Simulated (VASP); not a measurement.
# Mo (Cmmm) in VASP: notebook

Runs on Mo. Level: PBEsol. Tasks: single point.

Program: VASP 6.6.1. These are calculated values, not measurements. Logs are shortened: lines on timing, memory, paths and dates and some standing lists are left out, and cuts for length are marked.

**1. The cell of the first run**

It takes space group Cmmm (No. 65, orthorhombic). The conventional cell has a = 2.708 Å, b = 4.738 Å, c = 2.555 Å, α = 90.00°, β = 90.00°, γ = 90.00°. Mo (site symmetry mmm) has 8 Mo at 2.56 to 2.73 Å within 3.4 Å.

**2. Single point, PBEsol (strain -0.0100 x Voigt [1, 0, 0, 0, 0, 0])**

INCAR reads:

```
SYSTEM = Mo
ALGO = Fast
EDIFF = 1E-6
ENCUT = 520
GGA = PS
ISIF = 2
ISMEAR = 0
LASPH = .TRUE.
LCHARG = .FALSE.
LREAL = .FALSE.
LWAVE = .FALSE.
NBANDS = 13
NELM = 100
PREC = Accurate
SIGMA = 0.15
```

KPOINTS reads:

```
k-points
0
G
  18 18 18
  0 0 0
```

POSCAR reads:

```
Mo
1.0
    2.7081552932      0.0000000000      0.0000000000
   -1.3540776466      2.3690214963      0.0000000000
    0.0000000000      0.0000000000      2.5551807000
Mo
1
Direct
    0.0000000000      0.0000000000      0.5000000000
```

Potentials or basis: VASP PAW PBE potentials, release 64 (Mo_sv).

On the command line:

```sh
$ cat potpaw_PBE.64/Mo_sv/POTCAR > POTCAR
$ mpirun -np 1 vasp_std > vasp.out
```

OUTCAR:

```text
SYSTEM = Mo
   EDIFF = 1E-6
   ENCUT = 520
   GGA = PS
   ISIF = 2
   ISMEAR = 0
   LASPH = .TRUE.
   LREAL = .FALSE.
   NELM = 100
   PREC = Accurate

 ion  position               nearest neighbor table
   1  0.000  0.000  0.500-

  LATTYP: Found a base centered orthorhombic cell.
 ALAT       =     2.7081552932
 B/A-ratio  =     1.7495462703
 C/A-ratio  =     0.9435133600

  Lattice vectors:

 A1 = (   1.3540776466,  -2.3690214963,   0.0000000000)
 A2 = (   1.3540776466,   2.3690214963,   0.0000000000)
 A3 = (   0.0000000000,   0.0000000000,   2.5551807000)

Analysis of symmetry for initial positions (statically):
=====================================================================
 Subroutine PRICEL returns:
 Original cell was already a primitive cell.

 Routine SETGRP: Setting up the symmetry group for a
 base centered orthorhombic supercell.

 Subroutine GETGRP returns: Found  8 space group operations
 (whereof  8 operations were pure point group operations)
 out of a pool of  8 trial point group operations.

The static configuration has the point symmetry D_2h.

Analysis of symmetry for dynamics (positions and initial velocities):
=====================================================================
 Subroutine PRICEL returns:
 Original cell was already a primitive cell.

 Routine SETGRP: Setting up the symmetry group for a
 base centered orthorhombic supercell.

 Subroutine GETGRP returns: Found  8 space group operations
 (whereof  8 operations were pure point group operations)
 out of a pool of  8 trial point group operations.

The dynamic configuration has the point symmetry D_2h.

 Subroutine INISYM returns: Found  8 space group operations
 (whereof  8 operations are pure point group operations),
 and found     1 'primitive' translations

----------------------------------------------------------------------------------------

                                     Primitive cell

  volume of cell :      16.3932

  direct lattice vectors                    reciprocal lattice vectors
     2.708155293  0.000000000  0.000000000     0.369255043  0.211057604  0.000000000
    -1.354077647  2.369021496  0.000000000     0.000000000  0.422115207  0.000000000
     0.000000000  0.000000000  2.555180700     0.000000000  0.000000000  0.391361754

  length of vectors
     2.708155293  2.728697331  2.555180700     0.425317057  0.422115207  0.391361754

  position of ions in fractional coordinates (direct lattice)
     0.000000000  0.000000000  0.500000000

  ion indices of the primitive-cell ions
   primitive index   ion index
                 1           1

----------------------------------------------------------------------------------------

 KPOINTS: k-points

Automatic generation of k-mesh.
 Grid dimensions read from file:
 generate k-points for:   18   18   18

 Generating k-lattice:

  Cartesian coordinates                     Fractional coordinates (reciprocal lattice)
     0.020514169  0.011725422  0.000000000     0.055555556  0.000000000  0.000000000
     0.000000000  0.023450845  0.000000000     0.000000000  0.055555556  0.000000000
     0.000000000  0.000000000  0.021742320     0.000000000  0.000000000  0.055555556

  Length of vectors
     0.023628725  0.023450845  0.021742320

  Shift w.r.t. Gamma in fractional coordinates (k-lattice)
     0.000000000  0.000000000  0.000000000

 Subroutine IBZKPT returns following result:
 ===========================================

 Found    910 irreducible k-points:

 Following reciprocal coordinates:
            Coordinates               Weight
  0.000000  0.000000  0.000000      1.000000
  0.055556  0.000000  0.000000      4.000000
  0.111111  0.000000  0.000000      4.000000
  0.166667  0.000000  0.000000      4.000000
  0.222222 -0.000000  0.000000      4.000000
  0.277778  0.000000  0.000000      4.000000
[... 16 lines left out ...]
 -0.333333  0.055556  0.000000      4.000000
 -0.277778  0.055556  0.000000      4.000000
 [... further k-points ...]
   k-points           NKPTS =    910   k-points in BZ     NKDIM =    910   number of bands    NBANDS=     13
   number of dos      NEDOS =    301   number of ions     NIONS =      1
   total plane-waves  NPLWV =   8000
   dimension x,y,z NGX =    20 NGY =   20 NGZ =   20
   dimension x,y,z NGXF=    40 NGYF=   40 NGZF=   40
   ions per type =               1
   NGX,Y,Z   is equivalent  to a cutoff of  12.28, 12.19, 13.01 a.u.
   NGXF,Y,Z  is equivalent  to a cutoff of  24.55, 24.37, 26.02 a.u.
 SYSTEM =  Mo
   PREC   = accura    normal or accurate (medium, high low for compatibility)
   ISTART =      0    job   : 0-new  1-cont  2-samecut
   ICHARG =      2    charge: 1-file 2-atom 10-const
   ISPIN  =      1    spin polarized calculation?
   LNONCOLLINEAR =      F non collinear calculations
   LSORBIT =      F    spin-orbit coupling
   LASPH  =      T    aspherical Exc in radial PAW
   ENCUT  =  520.0 eV  38.22 Ry    6.18 a.u.   5.04  5.07  4.75*2*pi/ulx,y,z
[... 61 lines left out ...]
      3     -22.6197      2.00000
      4     -22.6061      2.00000
      5       4.7285      2.00000
      6       7.2218      2.00000
      7      10.5596      2.00000
      8      10.7825      2.00000
      9      15.7260      0.00000
     10      15.7694      0.00000
     11      24.6240      0.00000
     12      27.2730      0.00000
     13      32.1912      0.00000

 k-point     2 :       0.0556    0.0000    0.0000
  band No.  band energies     occupation
      1     -49.3577      2.00000
      2     -22.6770      2.00000
      3     -22.6458      2.00000
      4     -22.6011      2.00000
      5       4.8527      2.00000
      6       7.2769      2.00000
      7      10.5510      2.00000
      8      10.7773      2.00000
      9      15.6146      0.00000
     10      15.7166      0.00000
     11      24.9161      0.00000
     12      27.5279      0.00000
     13      31.5938      0.00000

 k-point     3 :       0.1111    0.0000    0.0000
  band No.  band energies     occupation
      1     -49.3370      2.00000
      2     -22.8084      2.00000
      3     -22.6797      2.00000
      4     -22.5867      2.00000
      5       5.2048      2.00000
      6       7.4373      2.00000
      7      10.2608      2.00000
      8      11.0788      2.00000
      9      15.2365      0.00000
     10      15.6485      0.00000
     11      25.7094      0.00000
     12      28.2411      0.00000
     13      30.1698      0.00000

 k-point     4 :       0.1667    0.0000    0.0000
  band No.  band energies     occupation
      1     -49.3050      2.00000
      2     -23.0108      2.00000
      3     -22.7266      2.00000
      4     -22.5646      2.00000
      5       5.7204      2.00000
      6       7.6741      2.00000
      7       9.8935      2.00000
      8      11.6255      0.67023
      9      14.7129      0.00000
     10      15.5495      0.00000
     11      26.6459      0.00000
     12      28.8416      0.00000
     13      29.2845      0.00000

 k-point     5 :       0.2222   -0.0000    0.0000
  band No.  band energies     occupation
      1     -49.2656      2.00000
      2     -23.2541      2.00000
      3     -22.7832      2.00000
      4     -22.5373      2.00000
      5       6.2846      2.00000
      6       7.8764      2.00000
      7       9.7447      2.00000
      8      12.3622      0.00000
      9      14.1429      0.00000
     10      15.4310      0.00000
     11      26.3284      0.00000
     12      28.9349      0.00000
     13      29.3420      0.00000
[... 257 lines left out ...]
 k-point    22 :      -0.3889    0.0556    0.0000
  band No.  band energies     occupation
      1     -49.1625      2.00000
      2     -23.8391      2.00000
      3     -22.9452      2.00000
      4     -22.4666      2.00000
      5       6.9514      2.00000
      6       8.1191      2.00000
      7      11.0914      2.00000
      8      12.9527      0.00000
      9      14.9045      0.00000
     10      15.0852      0.00000
     11      23.2979      0.00000
     12      26.2562      0.00000
     13      29.7734      0.00000

 k-point    23 :      -0.3333    0.0556    0.0000
  band No.  band energies     occupation
      1     -49.1989      2.00000
      2     -23.6349      2.00000
      3     -22.8910      2.00000
      4     -22.4915      2.00000
      5       6.9594      2.00000
      6       7.9722      2.00000
      7      10.2542      2.00000
      8      13.3469      0.00000
      9      13.9151      0.00000
     10      15.1977      0.00000
     11      24.4321      0.00000
     12      27.2245      0.00000
     13      30.3543      0.00000

 k-point    24 :      -0.2778    0.0556    0.0000
  band No.  band energies     occupation
      1     -49.2401      2.00000
      2     -23.3968      2.00000
      3     -22.8294      2.00000
      4     -22.5198      2.00000
      5       6.6275      2.00000
      6       7.9792      2.00000
      7       9.6896      2.00000
      8      12.9452      0.00000
      9      13.8352      0.00000
     10      15.3272      0.00000
     11      25.7259      0.00000
     12      28.0411      0.00000
     13      30.1589      0.00000

 [... further k-points ...]

------------------------ aborting loop because EDIFF is reached ----------------------------------------

  FORCE on cell =-STRESS in cart. coord.  units (eV):
  Direction    XX          YY          ZZ          XY          YZ          ZX
  --------------------------------------------------------------------------------------
  -------------------------------------------------------------------------------------
  Total        0.1587574      0.2531760     -0.7078588      0.0000000      0.0000000      0.0000000
  in kB       15.5160240     24.7439412    -69.1819874      0.0000000      0.0000000      0.0000000
  external PRESSURE =      -9.6406741 kB  Pullay stress =       0.0000000 kB

 VOLUME and BASIS-vectors are now :
 -----------------------------------------------------------------------------
  energy-cutoff  :      520.00
  volume of cell :       16.39
      direct lattice vectors                 reciprocal lattice vectors
     2.708155293  0.000000000  0.000000000     0.369255043  0.211057604  0.000000000
    -1.354077647  2.369021496  0.000000000     0.000000000  0.422115207  0.000000000
     0.000000000  0.000000000  2.555180700     0.000000000  0.000000000  0.391361754

 POSITION                                       TOTAL-FORCE (eV/Angst)
 -----------------------------------------------------------------------------------
      0.00000      0.00000      1.27759         0.000000      0.000000      0.000000
 -----------------------------------------------------------------------------------
    total drift:                               -0.000000      0.000000     -0.000000

  FREE ENERGIE OF THE ION-ELECTRON SYSTEM (eV)
  ---------------------------------------------------
  free  energy   TOTEN  =       -10.8688579899 eV

  energy  without entropy=      -10.8595981025  energy(sigma->0) =      -10.86422805
```

Run time: 2.1 min. Hardware: 1 thread of Intel Xeon Platinum 8259CL at 2.50GHz (Skylake/Cascade Lake), shared host; peak memory 0.28 GiB.

What came out:

```
Free energy            : -10.8689 eV
Pressure               : -1.0 GPa
Band gap on the k mesh : zero (band 7 reaches 12.51 eV, above the bottom of band 8 at 10.78 eV)
```

Stress tensor (GPa, compression positive):
```
 1.55  0.00  0.00
 0.00  2.47  0.00
 0.00  0.00 -6.92
```

Levels at points of the mesh, in eV from the Fermi level:
```tsv
k point	band 3	band 4	band 5	band 6	band 7	band 8	band 9	band 10	band 11	band 12
(0.00, 0.00, 0.00)	-34.20	-34.19	-6.85	-4.36	-1.02	-0.80	4.15	4.19	13.04	15.69
(0.50, 0.00, 0.00)	-34.56	-34.02	-5.01	-3.10	0.91	1.13	3.45	4.55	10.39	13.48
(0.00, 0.50, 0.00)	-34.52	-34.03	-4.99	-3.15	0.93	1.02	3.52	4.51	10.25	13.73
(0.00, 0.00, 0.50)	-34.07	-34.04	-3.79	-0.20	-0.01	0.01	0.84	0.90	10.10	16.11
(0.50, 0.00, 0.50)	-35.41	-34.38	-5.41	-3.49	-0.47	4.89	6.13	6.42	7.36	16.22
(0.00, 0.50, 0.50)	-35.40	-34.35	-5.41	-3.48	-0.35	4.85	6.09	6.36	7.22	16.36
```

Caveat: the cell differs from its parent crystal (strain -0.0100 x Voigt [1, 0, 0, 0, 0, 0]); the PAW data sets were made with another functional, which shifts forces and pressure a little.

**3. Single point, PBEsol (strain +0.0100 x Voigt [1, 0, 0, 0, 0, 0])**

INCAR reads:

```
ALGO = Fast
EDIFF = 1E-6
ENCUT = 520
GGA = PS
ISIF = 2
ISMEAR = 0
LASPH = True
LCHARG = True
LELF = True
LREAL = False
LVHAR = True
LWAVE = False
NBANDS = 13
NELM = 60
PREC = Accurate
SIGMA = 0.15
```

KPOINTS reads:

```
k-points
0
Gamma
  18 18 18
```

POSCAR reads:

```
Mo
1.0
    2.7628655012      0.0000000000      0.0000000000
   -1.3814327506      2.3690214963      0.0000000000
    0.0000000000      0.0000000000      2.5551807000
Mo
1
Direct
    0.0000000000      0.0000000000      0.5000000000
```

Potentials or basis: VASP PAW PBE potentials, release 64 (Mo_sv).

On the command line:

```sh
$ cat potpaw_PBE.64/Mo_sv/POTCAR > POTCAR
$ mpirun -np 1 vasp_std > vasp.out
```

Wall time 1.7 min (1 thread of Intel Xeon Platinum 8259CL at 2.50GHz (Skylake/Cascade Lake), shared host); peak memory 0.28 GiB.

The run converged. Its results:

```yaml
Free_energy: -10.8673 eV
Pressure: -5.3 GPa
Band_gap_on_the_k_mesh: zero (band 7 reaches 12.31 eV, above the bottom of band 8 at 10.39 eV)
```

Stress tensor (GPa, compression positive):
```
-2.85  0.00  0.00
 0.00 -4.15  0.00
 0.00  0.00 -8.96
```

Levels at points of the mesh, in eV from the Fermi level:
```tsv
k point	band 3	band 4	band 5	band 6	band 7	band 8	band 9	band 10	band 11	band 12
(0.00, 0.00, 0.00)	-34.24	-34.17	-6.76	-4.25	-0.98	-0.76	4.09	4.12	12.98	15.80
(0.50, 0.00, 0.00)	-34.55	-34.02	-4.84	-3.12	0.98	1.06	3.47	4.34	9.95	13.39
(0.00, 0.50, 0.00)	-34.59	-34.01	-4.86	-3.08	1.05	1.08	3.41	4.39	10.09	13.15
(0.00, 0.00, 0.50)	-34.10	-34.08	-3.66	-0.14	0.06	0.07	0.74	0.80	10.08	16.11
(0.50, 0.00, 0.50)	-35.32	-34.37	-5.26	-3.30	-0.44	4.70	6.02	6.38	7.12	16.19
(0.00, 0.50, 0.50)	-35.34	-34.41	-5.25	-3.30	-0.55	4.75	6.05	6.43	7.25	16.05
```

Caveat: the cell differs from its parent crystal (strain +0.0100 x Voigt [1, 0, 0, 0, 0, 0]); the PAW data sets were made with another functional, which shifts forces and pressure a little.

**4. Single point, PBEsol (strain +0.0200 x Voigt [1, 0, 0, 0, 0, 0])**

INCAR reads:

```
SYSTEM = Mo
PREC     = Accurate       ! precision mode
ENCUT    = 520            ! plane-wave cutoff, eV
EDIFF    = 1E-6           ! SCF threshold, eV
ISMEAR   = 0              ! smearing method
SIGMA    = 0.15           ! smearing width, eV
LREAL    = .False.        ! projectors in reciprocal space
LASPH    = .True.         ! aspherical terms in the spheres
NELM     = 80             ! most SCF steps
ALGO     = Fast           ! electronic algorithm
ISIF     = 2              ! what is computed and relaxed
LWAVE    = .False.        ! write WAVECAR
LCHARG   = .True.         ! write CHGCAR
GGA      = PS             ! functional
LELF     = .True.         ! ELF
LVHAR    = .True.       
NBANDS   = 13             ! bands
```

KPOINTS reads:

```
regular mesh
0
Gamma
  18 18 18
  0 0 0
```

POSCAR reads:

```
Mo
1.0
    2.7902206051      0.0000000000      0.0000000000
   -1.3951103026      2.3690214963      0.0000000000
    0.0000000000      0.0000000000      2.5551807000
Mo
1
Direct
    0.0000000000      0.0000000000      0.5000000000
```

On the command line:

```sh
$ cat potpaw_PBE.64/Mo_sv/POTCAR > POTCAR
$ mpirun -np 1 vasp_std > vasp.out
```

Wall time 1.7 min (1 thread of Intel Xeon Platinum 8259CL at 2.50GHz (Skylake/Cascade Lake), shared host); peak memory 0.28 GiB.

It converged, with:

* Free energy: -10.8635 eV
* Pressure: -7.3 GPa
* Band gap on the k mesh: zero (band 7 reaches 12.20 eV, above the bottom of band 8 at 10.32 eV)

Stress tensor (GPa, compression positive):
```
 -4.67   0.00   0.00
  0.00  -7.20   0.00
  0.00   0.00 -10.04
```

Levels at points of the mesh, in eV from the Fermi level:
```tsv
k point	band 3	band 4	band 5	band 6	band 7	band 8	band 9	band 10	band 11	band 12
(0.00, 0.00, 0.00)	-34.26	-34.16	-6.72	-4.20	-1.06	-0.65	4.03	4.11	12.94	15.85
(0.50, 0.00, 0.00)	-34.55	-34.02	-4.77	-3.13	0.90	1.13	3.48	4.23	9.74	13.34
(0.00, 0.50, 0.00)	-34.62	-34.01	-4.80	-3.05	1.10	1.11	3.35	4.33	10.01	12.86
(0.00, 0.00, 0.50)	-34.14	-34.10	-3.60	-0.22	0.10	0.18	0.65	0.77	10.06	16.11
(0.50, 0.00, 0.50)	-35.29	-34.37	-5.19	-3.22	-0.42	4.59	5.96	6.35	7.00	16.17
(0.00, 0.50, 0.50)	-35.31	-34.44	-5.17	-3.22	-0.65	4.69	6.02	6.46	7.26	15.90
```

Caveat: the cell differs from its parent crystal (strain +0.0200 x Voigt [1, 0, 0, 0, 0, 0]); the PAW data sets were made with another functional, which shifts forces and pressure a little.

**5. Single point, PBEsol (strain +0.0300 x Voigt [1, 0, 0, 0, 0, 0])**

INCAR reads:

```
SYSTEM = Mo
PREC = Accurate
ENCUT = 520
EDIFF = 1E-6
ISMEAR = 0
SIGMA = 0.15
LREAL = .False.
LASPH = .True.
NELM = 100
ALGO = Fast
ISIF = 2
LWAVE = .False.
LCHARG = .False.
GGA = PS
NBANDS = 13
```

KPOINTS is that of step 4.

POSCAR reads:

```
Mo
1.0
    2.8175757091      0.0000000000      0.0000000000
   -1.4087878546      2.3690214963      0.0000000000
    0.0000000000      0.0000000000      2.5551807000
Mo
1
Direct
    0.0000000000      0.0000000000      0.5000000000
```

On the command line:

```sh
$ cat potpaw_PBE.64/Mo_sv/POTCAR > POTCAR
$ mpirun -np 1 vasp_std > vasp.out
```

It took 98 s on 1 thread of Intel Xeon Platinum 8259CL at 2.50GHz (Skylake/Cascade Lake), shared host; peak memory 0.29 GiB.

It converged, with:

- Free energy: -10.8577 eV
- Pressure: -9.2 GPa
- Band gap on the k mesh: zero (band 7 reaches 12.09 eV, above the bottom of band 8 at 10.25 eV)

Stress tensor (GPa, compression positive):
```
 -6.52   0.00   0.00
  0.00  -9.94   0.00
  0.00   0.00 -11.03
```

Levels at points of the mesh, in eV from the Fermi level:
```csv
k point,band 3,band 4,band 5,band 6,band 7,band 8,band 9,band 10,band 11,band 12
"(0.00, 0.00, 0.00)",-34.27,-34.16,-6.68,-4.15,-1.15,-0.53,3.99,4.09,12.91,15.90
"(0.50, 0.00, 0.00)",-34.55,-34.03,-4.70,-3.14,0.83,1.19,3.49,4.11,9.54,13.29
"(0.00, 0.50, 0.00)",-34.65,-34.01,-4.74,-3.03,1.13,1.16,3.30,4.27,9.93,12.59
"(0.00, 0.00, 0.50)",-34.17,-34.11,-3.55,-0.29,0.14,0.29,0.57,0.74,10.04,16.11
"(0.50, 0.00, 0.50)",-35.26,-34.37,-5.12,-3.14,-0.41,4.47,5.91,6.33,6.88,16.16
"(0.00, 0.50, 0.50)",-35.29,-34.47,-5.10,-3.15,-0.74,4.63,6.00,6.49,7.26,15.74
```

Caveat: the cell differs from its parent crystal (strain +0.0300 x Voigt [1, 0, 0, 0, 0, 0]); the PAW data sets were made with another functional, which shifts forces and pressure a little.

**6. The runs side by side**

```tsv
cell	gap on the mesh (eV)	pressure (GPa)
a = 2.708, b = 2.729, c = 2.555 Å, angles 90.0, 90.0, 119.8°, 1 atom	none	-1.0
a = 2.763, b = 2.742, c = 2.555 Å, angles 90.0, 90.0, 120.2°, 1 atom	none	-5.3
a = 2.790, b = 2.749, c = 2.555 Å, angles 90.0, 90.0, 120.5°, 1 atom	none	-7.3
a = 2.818, b = 2.756, c = 2.555 Å, angles 90.0, 90.0, 120.7°, 1 atom	none	-9.2
```

Alike in all rows: task single point; level PBEsol; potentials or basis VASP PAW PBE potentials, release 64 (Mo_sv); no spin polarisation; k mesh 18 × 18 × 18; cutoff (eV) 520; smearing gaussian 0.15 eV.

Caveats: the PAW data sets were made with another functional, which shifts forces and pressure a little.

Total energies depend on the potentials used, so only differences within one code and one set of settings carry meaning.
